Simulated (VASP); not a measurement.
# Ir3C in VASP: notebook

Ir3C is run at these levels: LDA; tasks: single point.

All numbers are computed with VASP 6.6.1; they aren't measurements. Logs are shortened: lines on timing, memory, paths and dates and some standing lists are left out, and cuts for length are marked.

## Step 1: The cell of the first run

The cell holds a slab with vacuum, 4 atoms: a = 2.695 Å, b = 2.695 Å, c = 21.277 Å, α = 90.00°, β = 90.00°, γ = 120.00°.

## Step 2: Single point, LDA, collinear spin

The input, INCAR:

```
SYSTEM = Ir3C
PREC     = Accurate       ! precision mode
ENCUT    = 520            ! plane-wave cutoff, eV
EDIFF    = 1E-6           ! SCF threshold, eV
ISMEAR   = 0              ! smearing method
SIGMA    = 0.1            ! smearing width, eV
LREAL    = .FALSE.        ! projectors in reciprocal space
LASPH    = .TRUE.         ! aspherical terms in the spheres
NELM     = 150            ! most SCF steps
ALGO     = Normal         ! electronic algorithm
ISIF     = 2              ! what is computed and relaxed
LWAVE    = .FALSE.        ! write WAVECAR
LCHARG   = .FALSE.        ! write CHGCAR
ISPIN    = 2              ! spin polarisation
MAGMOM   = 0 0 0 2        ! initial moments
LORBIT   = 11             ! projections on sites
LMAXMIX  = 4              ! l up to which the mixer works
LDIPOL   = .TRUE.       
IDIPOL   = 3            
DIPOL    = 0.5 0.5 0.360
NBANDS   = 28             ! bands
```

The input, KPOINTS:

```
Automatic mesh
0
G
  12 12 1
  0 0 0
```

The input, POSCAR:

```
Ir3C
1.0
    2.6946510889      0.0000000000      0.0000000000
   -1.3473255444      2.3336362973      0.0000000000
    0.0000000000      0.0000000000     21.2769546740
Ir C
3 1
Direct
    0.6666666667      0.3333333333      0.1879968286
    0.3333333333      0.6666666667      0.2885049938
    0.0000000000      0.0000000000      0.3890103072
    0.3333333333     -0.3333333333      0.5737171913
```

Potentials or basis: VASP PAW LDA potentials, release 64 (Ir, C).

On the command line:

```
$ cat potpaw_LDA.64/Ir/POTCAR potpaw_LDA.64/C/POTCAR > POTCAR
$ mpirun -np 1 vasp_std > vasp.out
```

OUTCAR:

```text
SYSTEM = Ir3C
   PREC = Accurate
   ENCUT = 520
   EDIFF = 1E-6
   ISMEAR = 0
   LREAL = .FALSE.
   LASPH = .TRUE.
   NELM = 150
   ISIF = 2
   ISPIN = 2
   LORBIT = 11

 ion  position               nearest neighbor table
   1  0.667  0.333  0.188-   2 2.64   2 2.64   2 2.64
   2  0.333  0.667  0.289-   3 2.64   3 2.64   3 2.64   1 2.64   1 2.64   1 2.64
   3  0.000  0.000  0.389-   2 2.64   2 2.64   2 2.64
   4  0.333  0.667  0.574-

  LATTYP: Found a hexagonal cell.
 ALAT       =     2.6946510889
 C/A-ratio  =     7.8959961687

  Lattice vectors:

 A1 = (   2.6946510889,   0.0000000000,   0.0000000000)
 A2 = (  -1.3473255444,   2.3336362973,   0.0000000000)
 A3 = (   0.0000000000,   0.0000000000,  21.2769546740)

Analysis of symmetry for initial positions (statically):
=====================================================================
 Subroutine PRICEL returns:
 Original cell was already a primitive cell.

 Routine SETGRP: Setting up the symmetry group for a
 hexagonal supercell.

 Subroutine GETGRP returns: Found  6 space group operations
 (whereof  6 operations were pure point group operations)
 out of a pool of 24 trial point group operations.

The static configuration has the point symmetry C_3v.

Analysis of symmetry for dynamics (positions and initial velocities):
=====================================================================
 Subroutine PRICEL returns:
 Original cell was already a primitive cell.

 Routine SETGRP: Setting up the symmetry group for a
 hexagonal supercell.

 Subroutine GETGRP returns: Found  6 space group operations
 (whereof  6 operations were pure point group operations)
 out of a pool of 24 trial point group operations.

The dynamic configuration has the point symmetry C_3v.

Analysis of structural, dynamic, and magnetic symmetry:
=====================================================================
 Subroutine PRICEL returns:
 Original cell was already a primitive cell.

 Routine SETGRP: Setting up the symmetry group for a
 hexagonal supercell.

 Subroutine GETGRP returns: Found  6 space group operations
 (whereof  6 operations were pure point group operations)
 out of a pool of 24 trial point group operations.

The overall configuration has the point symmetry C_3v.

 Subroutine INISYM returns: Found  6 space group operations
 (whereof  6 operations are pure point group operations),
 and found     1 'primitive' translations

----------------------------------------------------------------------------------------

                                     Primitive cell

  volume of cell :     133.7966

  direct lattice vectors                    reciprocal lattice vectors
     2.694651089  0.000000000  0.000000000     0.371105559  0.214257895  0.000000000
    -1.347325544  2.333636297  0.000000000     0.000000000  0.428515789  0.000000000
     0.000000000  0.000000000 21.276954674     0.000000000  0.000000000  0.046999207

  length of vectors
     2.694651089  2.694651089 21.276954674     0.428515789  0.428515789  0.046999207

  position of ions in fractional coordinates (direct lattice)
     0.666666667  0.333333333  0.187996829
     0.333333333  0.666666667  0.288504994
     0.000000000  0.000000000  0.389010307
     0.333333333  0.666666667  0.573717191

  ion indices of the primitive-cell ions
   primitive index   ion index
                 1           1
                 2           2
                 3           3
                 4           4

----------------------------------------------------------------------------------------

 KPOINTS: Automatic mesh

Automatic generation of k-mesh.
 Grid dimensions read from file:
 generate k-points for:   12   12    1

 Generating k-lattice:

  Cartesian coordinates                     Fractional coordinates (reciprocal lattice)
     0.030925463  0.017854825  0.000000000     0.083333333 -0.000000000  0.000000000
     0.000000000  0.035709649  0.000000000     0.000000000  0.083333333  0.000000000
     0.000000000  0.000000000  0.046999207     0.000000000  0.000000000  1.000000000

  Length of vectors
     0.035709649  0.035709649  0.046999207

  Shift w.r.t. Gamma in fractional coordinates (k-lattice)
     0.000000000  0.000000000  0.000000000

 Subroutine IBZKPT returns following result:
 ===========================================

 Found     19 irreducible k-points:

 Following reciprocal coordinates:
            Coordinates               Weight
  0.000000  0.000000  0.000000      1.000000
  0.083333 -0.000000  0.000000      6.000000
  0.166667 -0.000000  0.000000      6.000000
  0.250000 -0.000000  0.000000      6.000000
  0.333333 -0.000000  0.000000      6.000000
  0.416667 -0.000000  0.000000      6.000000
[... 11 lines left out ...]
  0.333333  0.250000  0.000000     12.000000
  0.333333  0.333333  0.000000      2.000000
   k-points           NKPTS =     19   k-points in BZ     NKDIM =     19   number of bands    NBANDS=     28
   number of dos      NEDOS =    301   number of ions     NIONS =      4
   total plane-waves  NPLWV =  64000
   dimension x,y,z NGX =    20 NGY =   20 NGZ =  160
   dimension x,y,z NGXF=    40 NGYF=   40 NGZF=  320
   ions per type =               3   1
   NGX,Y,Z   is equivalent  to a cutoff of  12.34, 12.34, 12.50 a.u.
   NGXF,Y,Z  is equivalent  to a cutoff of  24.68, 24.68, 25.00 a.u.
 SYSTEM =  Ir3C
   PREC   = accura    normal or accurate (medium, high low for compatibility)
   ISTART =      0    job   : 0-new  1-cont  2-samecut
   ICHARG =      2    charge: 1-file 2-atom 10-const
   ISPIN  =      2    spin polarized calculation?
   LNONCOLLINEAR =      F non collinear calculations
   LSORBIT =      F    spin-orbit coupling
   LASPH  =      T    aspherical Exc in radial PAW
   ENCUT  =  520.0 eV  38.22 Ry    6.18 a.u.   5.01  5.01 39.56*2*pi/ulx,y,z
   NELM   =    150;   NELMIN=  2; NELMDL= -5     # of ELM steps
   EDIFF  = 0.1E-05   stopping-criterion for ELM
   LREAL  =      F    real-space projection
   EDIFFG = 0.1E-04   stopping-criterion for IOM
   NSW    =      0    number of steps for IOM
   IBRION =     -1    ionic relax: 0-MD 1-quasi-New 2-CG
   NFREE  =      0    steps in history (QN), initial steepest desc. (CG)
   ISIF   =      2    stress and relaxation
   ISYM   =      2    0-nonsym 1-usesym 2-fastsym
   POTIM  = 0.5000    time-step for ionic-motion
   TEBEG  =    0.0;   TEEND  =   0.0 temperature during run
   PSTRESS=    0.0 pullay stress
   NELECT =      31.0000    total number of electrons
   NUPDOWN=      -1.0000    fix difference up-down
   EMIN   =  10.00;   EMAX   =-10.00  energy-range for DOS
   EFERMI =   0.00;   METHOD = LEGACY
   ISMEAR =     0;   SIGMA  =   0.10  broadening in eV -4-tet -1-fermi 0-gaus
   EFERMI_NEDOS =   21; number of points for ismear=-14 and -15
   IALGO  =     38    algorithm
   IMIX   =      4    mixing-type and parameters
     AMIX     =   0.40;   BMIX     =  1.00
     AMIX_MAG =   1.60;   BMIX_MAG =  1.00
  volume/ion in A,a.u.               =      33.45       225.73
  Fermi-wavevector in a.u.,A,eV,Ry     =   1.005496  1.900112 13.755791  1.011022
  Thomas-Fermi vector in A             =   2.138179
   LORBIT       =     11    0 simple, 1 ext, 2 COOP (PROOUT), +10 PAW based schemes
   GGA     = CA    functional components
   LHFCALC =     F    Hartree Fock is set to
   AEXX    =    0.0000 exact exchange contribution
   IVDW    =     0    specifies the selected vdW correction
   LEPSILON=     F    determine dielectric tensor
   LRPA    =     F    only Hartree local field effects (RPA)
 spin polarized calculation
 Gauss-broadening in eV      SIGMA  =   0.10
  energy-cutoff  :      520.00
  volume of cell :      133.80
 maximum number of plane-waves:      3675
 NGX is ok and might be reduce to    20
   NGX =  9   NGY =  9   NGZ = 79

 dipolmoment           0.000000      0.000000     -0.049937 electrons x Angstroem

 number of electron      30.9999999 magnetization       0.0830433

 dipolmoment           0.000000      0.000000      0.022401 electrons x Angstroem

 Free energy of the ion-electron system (eV)
  ---------------------------------------------------
  ext. energy  EPLUGINS =         0.00000000
  ---------------------------------------------------
  free energy    TOTEN  =       -32.08526034 eV

  energy without entropy =      -32.05784809  energy(sigma->0) =      -32.07155422

 E-fermi :  -0.1366     XC(G=0):  -6.6659

 val. band max:       -0.1413094024   @ k =   0.3333   0.2500   0.0000
 cond. band min:      -0.1161433613   @ k =   0.1667   0.0833   0.0000
 fundamental gap:      0.0251660411
 Fermi energy:        -0.1366387696

 spin component 1

 k-point     1 :       0.0000    0.0000    0.0000
  band No.  band energies     occupation
      1     -10.6507      1.00000
      2     -10.4788      1.00000
      3      -8.4382      1.00000
      4      -8.2251      1.00000
      5      -4.2208      1.00000
      6      -4.2208      1.00000
[... 559 lines left out ...]
     26      10.3297      0.00000
     27      10.3571      0.00000
 Fermi energy:        -0.1366387696

 spin component 2

 k-point     1 :       0.0000    0.0000    0.0000
  band No.  band energies     occupation
      1     -10.6493      1.00000
      2     -10.3778      1.00000
      3      -8.4385      1.00000
      4      -8.2255      1.00000
      5      -4.2214      1.00000
      6      -4.2214      1.00000
[... 559 lines left out ...]
     26      10.3321      0.00000
     27      10.3583      0.00000
 [bands above 27 left out]

------------------------ aborting loop because EDIFF is reached ----------------------------------------

 vacuum level on the upper side and lower side of the slab       (xc-potential included)         0.076        -0.512

  FORCE on cell =-STRESS in cart. coord.  units (eV):
  Direction    XX          YY          ZZ          XY          YZ          ZX
  --------------------------------------------------------------------------------------
  -------------------------------------------------------------------------------------
  Total       -7.0722910     -7.0722910     -0.3040734     -0.0000000      0.0000000      0.0000000
  in kB      -84.6887111    -84.6887111     -3.6411940     -0.0000000      0.0000000      0.0000000
  external PRESSURE =     -57.6728721 kB  Pullay stress =       0.0000000 kB

 VOLUME and BASIS-vectors are now :
 -----------------------------------------------------------------------------
  energy-cutoff  :      520.00
  volume of cell :      133.80
      direct lattice vectors                 reciprocal lattice vectors
     2.694651089  0.000000000  0.000000000     0.371105559  0.214257895  0.000000000
    -1.347325544  2.333636297  0.000000000     0.000000000  0.428515789  0.000000000
     0.000000000  0.000000000 21.276954674     0.000000000  0.000000000  0.046999207

 POSITION                                       TOTAL-FORCE (eV/Angst)
 -----------------------------------------------------------------------------------
      1.34733      0.77788      4.00000        -0.000000     -0.000000     -0.143474
     -0.00000      1.55576      6.13851        -0.000000     -0.000000      0.037720
      0.00000      0.00000      8.27695        -0.000000     -0.000000      0.311877
     -0.00000      1.55576     12.20695         0.000000      0.000000     -0.206122
 -----------------------------------------------------------------------------------
    total drift:                                0.000000     -0.000000     -0.000095

  FREE ENERGIE OF THE ION-ELECTRON SYSTEM (eV)
  ---------------------------------------------------
  free  energy   TOTEN  =       -32.0852603381 eV

  energy  without entropy=      -32.0578480949  energy(sigma->0) =      -32.07155422

 vacuum level on the upper side and lower side of the slab         6.050         5.446

 total charge

# of ion       s       p       d       tot
------------------------------------------
    1        0.688   0.620   6.968   8.277
    2        0.694   0.789   7.043   8.526
    3        0.684   0.616   6.968   8.267
    4        1.057   0.847   0.000   1.904
--------------------------------------------------
tot          3.123   2.872  20.979  26.974

 magnetization (x)

# of ion       s       p       d       tot
------------------------------------------
    1       -0.000  -0.000  -0.001  -0.002
    2        0.000  -0.000  -0.001  -0.001
    3       -0.000  -0.000  -0.001  -0.001
    4        0.003   0.042   0.000   0.045
--------------------------------------------------
tot          0.003   0.042  -0.003   0.042
```

Wall time 9.3 min (1 thread of Intel Xeon 8259CL, shared host); peak memory 0.29 GiB.

What came out:

```
Free energy                                           : -32.0853 eV
Largest force                                         : 0.312 eV/Å
Net moment                                            : 0.08 μB per cell
Site moments                                          : Ir -0.00; C +0.04 μB
Valence electrons inside the program's atomic spheres : Ir 8.28, 8.53, 8.27; C 1.90
```

Forces in eV/Å, atoms in the order of the input:
```
Ir   0.000  0.000 -0.143
Ir   0.000  0.000  0.038
Ir   0.000  0.000  0.312
C    0.000  0.000 -0.206
```

Caveat: spin-orbit coupling is left out, which moves the levels of the heavy elements.

(Part 1 of 2 ends here.)
